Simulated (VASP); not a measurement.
# AlN (I4/mmm) in VASP: a series of runs, part 3 of 3

VASP 6.6.1.

### 4 Single point, PBEsol (strain -0.0300 x Voigt [0, 0, 1, 0, 0, 0])

Contents of INCAR:

```
PREC = Accurate
ENCUT = 520
EDIFF = 1E-7
ISMEAR = 0
SIGMA = 0.05
LREAL = False
LASPH = True
NELM = 60
ALGO = Normal
ISIF = 2
LWAVE = False
LCHARG = False
GGA = PS
NBANDS = 11
```

Contents of KPOINTS:

```
Automatic mesh
0
Gamma
  10 10 10
```

Contents of POSCAR:

```
AlN
1.0
    0.0000000000      2.0345180000      1.9734824600
    2.0345180000      0.0000000000      1.9734824600
    2.0345180000      2.0345180000      0.0000000000
Al N
1 1
Direct
    0.5000000000      0.5000000000      0.5000000000
    0.0000000000      0.0000000000      0.0000000000
```

Potentials or basis: VASP PAW PBE potentials, release 64 (Al, N).

Started as:

```
$ cat potpaw_PBE.64/Al/POTCAR potpaw_PBE.64/N/POTCAR > POTCAR
$ mpirun -np 1 vasp_std > vasp.out
```

OUTCAR:

```text
PREC = Accurate
   ENCUT = 520
   EDIFF = 1E-7
   ISMEAR = 0
   LREAL = False
   LASPH = True
   NELM = 60
   ISIF = 2
   GGA = PS

 ion  position               nearest neighbor table
   1  0.500  0.500  0.500-   2 1.97   2 1.97   2 2.03   2 2.03   2 2.03   2 2.03
   2  0.000  0.000  0.000-   1 1.97   1 1.97   1 2.03   1 2.03   1 2.03   1 2.03

  LATTYP: Found a body centered tetragonal cell.
 ALAT       =     2.8772429485
 C/A-ratio  =     1.3717871555

  Lattice vectors:
[... 523 lines left out ...]
 [... further k-points ...]

------------------------ aborting loop because EDIFF is reached ----------------------------------------

  FORCE on cell =-STRESS in cart. coord.  units (eV):
  Direction    XX          YY          ZZ          XY          YZ          ZX
  --------------------------------------------------------------------------------------
  -------------------------------------------------------------------------------------
  Total        0.0554234      0.0554234      1.0710868      0.0000000     -0.0000000      0.0000000
  in kB        5.4352234      5.4352234    105.0385950      0.0000000     -0.0000000      0.0000000
  external PRESSURE =      38.6363473 kB  Pullay stress =       0.0000000 kB

 VOLUME and BASIS-vectors are now :
 -----------------------------------------------------------------------------
  energy-cutoff  :      520.00
  volume of cell :       16.34
      direct lattice vectors                 reciprocal lattice vectors
     0.000000000  2.034518000  1.973482460    -0.245758455  0.245758455  0.253359232
     2.034518000  0.000000000  1.973482460     0.245758455 -0.245758455  0.253359232
     2.034518000  2.034518000  0.000000000     0.245758455  0.245758455 -0.253359232

 POSITION                                       TOTAL-FORCE (eV/Angst)
 -----------------------------------------------------------------------------------
      2.03452      2.03452      1.97348         0.000000      0.000000      0.000000
      0.00000      0.00000      0.00000         0.000000      0.000000     -0.000000
 -----------------------------------------------------------------------------------
    total drift:                                0.000000     -0.000000     -0.000000

  FREE ENERGIE OF THE ION-ELECTRON SYSTEM (eV)
  ---------------------------------------------------
  free  energy   TOTEN  =       -15.4364662901 eV

  energy  without entropy=      -15.4364662901  energy(sigma->0) =      -15.43646629
```

OSZICAR:

```text
N       E                     dE             d eps       ncg     rms          rms(c)
DAV:   1     0.596284574205E+01    0.59628E+01   -0.40195E+03  2252   0.670E+02
DAV:   2    -0.164831672351E+02   -0.22446E+02   -0.21678E+02  2827   0.127E+02
DAV:   3    -0.170688042926E+02   -0.58564E+00   -0.58439E+00  2701   0.182E+01
DAV:   4    -0.170706217521E+02   -0.18175E-02   -0.18174E-02  2526   0.109E+00
DAV:   5    -0.170706346413E+02   -0.12889E-04   -0.12889E-04  2673   0.951E-02    0.736E+00
DAV:   6    -0.154785136973E+02    0.15921E+01   -0.67067E+00  2460   0.137E+01    0.276E+00
DAV:   7    -0.154500686596E+02    0.28445E-01   -0.16757E-01  2526   0.293E+00    0.177E+00
DAV:   8    -0.154367774428E+02    0.13291E-01   -0.13806E-02  2364   0.104E+00    0.352E-01
DAV:   9    -0.154364482487E+02    0.32919E-03   -0.14153E-03  2613   0.227E-01    0.159E-01
DAV:  10    -0.154364700998E+02   -0.21851E-04   -0.73763E-05  2494   0.622E-02    0.389E-02
DAV:  11    -0.154364665416E+02    0.35582E-05   -0.94475E-06  2616   0.181E-02    0.570E-03
DAV:  12    -0.154364663320E+02    0.20957E-06   -0.26037E-07  2266   0.448E-03    0.917E-04
DAV:  13    -0.154364662901E+02    0.41887E-07   -0.80485E-09  1353   0.539E-04
   1 F= -.15436466E+02 E0= -.15436466E+02  d E =-.541394E-19
```

Wall time 25 s (1 thread of Intel Xeon 8259CL, shared host); peak memory 0.14 GiB.

Results:

```
Free energy            : -15.4365 eV
Pressure               : 3.9 GPa
Band gap on the k mesh : 4.42 eV, indirect (least direct gap 5.74 eV)
```

Stress tensor (GPa, compression positive):
```
 0.54  0.00  0.00
 0.00  0.54  0.00
 0.00  0.00 10.50
```

Levels at points of the mesh, in eV from the valence-band top:
```csv
k point,band 1,band 2,band 3,band 4,band 5,band 6,band 7,band 8,band 9
"(0.00, 0.00, 0.00)",-17.73,-0.23,0.00,0.00,5.74,11.86,11.86,12.27,17.11
"(0.50, 0.00, 0.00)",-14.38,-8.51,-1.25,-1.13,6.01,10.58,11.33,13.34,16.02
"(0.50, 0.50, 0.00)",-13.20,-7.50,-3.08,-3.08,4.42,4.85,14.29,17.06,17.06
"(0.50, 0.00, 0.50)",-13.46,-7.65,-3.04,-2.65,4.70,5.16,13.90,16.87,17.89
```

Caveat: the cell differs from its parent crystal (strain -0.0300 x Voigt [0, 0, 1, 0, 0, 0]); the PAW data sets were made with another functional, which shifts forces and pressure a little. A k mesh can miss the band edges.

### 5 Single point, PBEsol (strain +0.0100 x Voigt [0, 0, 1, 0, 0, 0])

Contents of INCAR:

```
ALGO = Normal
EDIFF = 1E-6
ENCUT = 520
GGA = PS
ISIF = 2
ISMEAR = 0
LASPH = True
LCHARG = False
LREAL = False
LWAVE = False
NBANDS = 11
NELM = 80
PREC = Accurate
SIGMA = 0.05
```

Contents of KPOINTS:

```
k-points
0
Gamma
  10 10 10
```

Contents of POSCAR:

```
AlN
1.0
    0.0000000000      2.0345180000      2.0548631800
    2.0345180000      0.0000000000      2.0548631800
    2.0345180000      2.0345180000      0.0000000000
Al N
1 1
Direct
    0.5000000000      0.5000000000      0.5000000000
    0.0000000000      0.0000000000      0.0000000000
```

Started as:

```
$ cat potpaw_PBE.64/Al/POTCAR potpaw_PBE.64/N/POTCAR > POTCAR
$ mpirun -np 1 vasp_std > vasp.out
```

Run time: 23 s. Hardware: 1 thread of Intel Xeon 8259CL, shared host; peak memory 0.14 GiB.

Results (log left out):

| Quantity | Value |
| --- | --- |
| Free energy | -15.4380 eV |
| Pressure | -6.9 GPa |
| Band gap on the k mesh | 4.21 eV, indirect (least direct gap 5.21 eV) |

Stress tensor (GPa, compression positive):
```
-6.12  0.00  0.00
 0.00 -6.12  0.00
 0.00  0.00 -8.48
```

Levels at points of the mesh, in eV from the valence-band top:
```
           k point  band 1  band 2  band 3  band 4  band 5  band 6  band 7  band 8  band 9
(0.00, 0.00, 0.00)  -17.34   -0.07   -0.07    0.00    5.21   11.80   11.93   11.93   16.89
(0.50, 0.00, 0.00)  -14.15   -8.23   -1.10   -1.07    5.81   10.52   10.74   12.78   15.60
(0.50, 0.50, 0.00)  -13.25   -7.33   -2.75   -2.75    4.30    5.20   13.49   16.74   16.74
(0.50, 0.00, 0.50)  -13.17   -7.29   -2.88   -2.75    4.21    5.11   13.61   16.47   16.79
```

Caveat: the cell differs from its parent crystal (strain +0.0100 x Voigt [0, 0, 1, 0, 0, 0]); the PAW data sets were made with another functional, which shifts forces and pressure a little. A k mesh can miss the band edges.

### 6 Single point, PBEsol (strain +0.0200 x Voigt [0, 0, 1, 0, 0, 0])

Contents of INCAR:

```
SYSTEM = AlN
ALGO = Normal
EDIFF = 1E-6
ENCUT = 520
GGA = PS
ISIF = 2
ISMEAR = 0
LASPH = .TRUE.
LCHARG = .FALSE.
LREAL = .FALSE.
LWAVE = .FALSE.
NBANDS = 11
NELM = 60
PREC = Accurate
SIGMA = 0.05
```

Contents of KPOINTS:

```
k-points
0
G
  10 10 10
  0 0 0
```

Contents of POSCAR:

```
AlN
1.0
    0.0000000000      2.0345180000      2.0752083600
    2.0345180000      0.0000000000      2.0752083600
    2.0345180000      2.0345180000      0.0000000000
Al N
1 1
Direct
    0.5000000000      0.5000000000      0.5000000000
    0.0000000000      0.0000000000      0.0000000000
```

Potentials or basis: VASP PAW PBE potentials, release 64 (Al, N).

Started as:

```
$ cat potpaw_PBE.64/Al/POTCAR potpaw_PBE.64/N/POTCAR > POTCAR
$ mpirun -np 1 vasp_std > vasp.out
```

It took 22 s on 1 thread of Intel Xeon 8259CL, shared host; peak memory 0.14 GiB.

It converged, with:

| Property | Result |
| --- | --- |
| Free energy | -15.4274 eV |
| Pressure | -9.0 GPa |
| Band gap on the k mesh | 4.04 eV, indirect (least direct gap 5.02 eV) |

Stress tensor (GPa, compression positive):
```
 -7.61   0.00   0.00
  0.00  -7.61   0.00
  0.00   0.00 -11.93
```

Levels at points of the mesh, in eV from the valence-band top:
| k point | band 1 | band 2 | band 3 | band 4 | band 5 | band 6 | band 7 | band 8 | band 9 |
| --- | --- | --- | --- | --- | --- | --- | --- | --- | --- |
| (0.00, 0.00, 0.00) | -17.29 | -0.14 | -0.14 | 0.00 | 5.02 | 11.64 | 11.90 | 11.90 | 16.79 |
| (0.50, 0.00, 0.00) | -14.15 | -8.21 | -1.15 | -1.08 | 5.70 | 10.31 | 10.72 | 12.58 | 15.46 |
| (0.50, 0.50, 0.00) | -13.31 | -7.34 | -2.72 | -2.72 | 4.23 | 5.24 | 13.24 | 16.61 | 16.61 |
| (0.50, 0.00, 0.50) | -13.15 | -7.25 | -2.99 | -2.73 | 4.04 | 5.05 | 13.49 | 16.08 | 16.72 |

Caveat: the cell differs from its parent crystal (strain +0.0200 x Voigt [0, 0, 1, 0, 0, 0]); the PAW data sets were made with another functional, which shifts forces and pressure a little. A k mesh can miss the band edges.

### 7 Overview

```tsv
cell	gap on the mesh (eV)	pressure (GPa)
a = 2.820, b = 2.820, c = 2.877 Å, angles 59.3, 59.3, 61.3°, 2 atoms	4.44	7.2
a = 2.849, b = 2.849, c = 2.877 Å, angles 59.7, 59.7, 60.7°, 2 atoms	4.40	0.8
a = 2.834, b = 2.834, c = 2.877 Å, angles 59.5, 59.5, 61.0°, 2 atoms	4.42	3.9
a = 2.892, b = 2.892, c = 2.877 Å, angles 60.2, 60.2, 59.7°, 2 atoms	4.21	-6.9
a = 2.906, b = 2.906, c = 2.877 Å, angles 60.3, 60.3, 59.3°, 2 atoms	4.04	-9.0
```

Alike in all rows: task single point; level PBEsol; potentials or basis VASP PAW PBE potentials, release 64 (Al, N); no spin polarisation; k mesh 10 × 10 × 10; cutoff (eV) 520; smearing gaussian 0.05 eV.

Caveats: the PAW data sets were made with another functional, which shifts forces and pressure a little.

Absolute energies hang on the potentials; compare differences alone.
